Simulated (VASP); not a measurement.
Crystal: W.

```
W
1.0
     0.00000    2.04344    2.04344
     2.04344    0.00000    2.04344
     2.04344    2.04344    0.00000
W
1
Direct
  0.00000 0.00000 0.00000
```

Base run:

| Item | Value |
| --- | --- |
| Program | VASP 6.6.1 |
| Functional | PBEsol |
| Potentials or basis | VASP PAW PBE potentials, release 64 (W_sv) |
| Cutoff | 520 eV |
| k mesh | 11 × 11 × 11 |
| Occupations | fermi-dirac, width 0.05 eV |
| Spin | no spin polarisation |

Its results: band gap on the k mesh zero (band 7 reaches 12.27 eV, above the bottom of band 8 at 9.28 eV); pressure -17.2 GPa.

After a change of settings the same cell gave: band gap on the k mesh zero (band 7 reaches 12.24 eV, above the bottom of band 8 at 9.27 eV); pressure -13.4 GPa. Which change was it?
A. functional from PBEsol to PBE; further incar settings from ALGO = Normal; EDIFF = 1e-06; NBANDS = 13 to ALGO = Normal; EDIFF = 1e-07; NBANDS = 13
B. functional from PBEsol to LDA; potentials or basis from VASP PAW PBE potentials, release 64 (W_sv) to VASP PAW LDA potentials, release 64 (W_sv)
C. functional from PBEsol to r2SCAN

C.

Caveats: the PAW data sets were made with another functional, which shifts forces and pressure a little; spin-orbit coupling is left out, which moves the levels of the heavy elements.
